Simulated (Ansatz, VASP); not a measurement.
CdS: VASP beside Ansatz

The input INCAR:

```
SYSTEM = CdS
PREC = Accurate
ENCUT = 520
EDIFF = 1E-7
ISMEAR = 0
SIGMA = 0.01
LREAL = .FALSE.
LASPH = .TRUE.
NELM = 150
ALGO = Normal
ISIF = 2
LWAVE = .FALSE.
LCHARG = .FALSE.
LNONCOLLINEAR = .TRUE.
MAGMOM = 0 0 0 0 0 0
LORBIT = 11
LSORBIT = .TRUE.
GGA_COMPAT = .FALSE.
LORBMOM = .TRUE.
GGA = PS
NBANDS = 30
```

Contents of KPOINTS:

```
Automatic mesh
0
G
  8 8 8
  0 0 0
```

Contents of POSCAR:

```
CdS
1.0
    2.9414089236      2.9414089236      0.0000000000
   -2.9414089236      2.9414089236      0.0000000000
    0.0000000000      2.9414089236      2.8684034433
Cd S
1 1
Direct
    0.0000000000      0.0000000000      0.0000000000
    0.7500000000      0.2500000000      0.5000000000
```

Input for Ansatz:

```yaml
crystal:
  lattice:
    - [2.94140892355, 2.94140892355, 0.0]
    - [-2.94140892355, 2.94140892355, 0.0]
    - [0.0, 2.94140892355, 2.8684034433]
  atoms:
    - { symbol: Cd, position: [0.0, 0.0, 0.0] }
    - { symbol: S, position: [0.75, 0.25, 0.5] }
kpoints:
  mp_grid: { grid: [8, 8, 8] }
scf:
  occupations: { method: fixed }
  convergence: { dr2_threshold: 1.0e-10 }
hamiltonian:
  xc: pbesol
  pseudopotentials: { kind: all_electron, lapw: { basis_error: 0.0005 } }
magnetization:
  noncollinear: true
  spin_orbit: true
output:
  forces: true
  stress: true
  eigenstates:
    kpoints:
      - [0.0, 0.0, 0.0]
      - [-0.5, -0.5, -0.5]
      - [-0.5, 0.5, 0.0]
      - [0.0, 0.0, -0.5]
      - [0.0, -0.5, -0.5]
      - [0.0, 0.5, 0.0]
      - [-0.5, 0.0, 0.0]
      - [-0.5, 0.0, -0.5]
  eigenvalues: true
```

Change from the starting cell: film at in-plane strain +0.01.

Alike in both runs: task single point; functional PBEsol; k mesh 8 × 8 × 8; non-collinear spin, spin-orbit coupling.

```csv
,VASP,Ansatz
version,VASP 6.6.1,Ansatz 0.2.0
potentials or method,"VASP PAW PBE potentials, release 64 (Cd, S), cutoff 520 eV",all-electron LAPW
occupations,"gaussian, width 0.01 eV",fixed
```

Ansatz gave:

```
pressure (GPa)                                                : -0.3
traceless stress, the component that is largest in VASP (GPa) : 0.32
net moment per atom (μB)                                      : 0.00
```

Task: Which values does VASP return?

Result: Pressure (GPa): 0.0; traceless stress, the component that is largest in VASP (GPa): 0.31; net moment per atom (μB): 0.00.

VASP's potentials were made for PBE, not for PBEsol. Ansatz ran all-electron here, and VASP with PAW potentials.
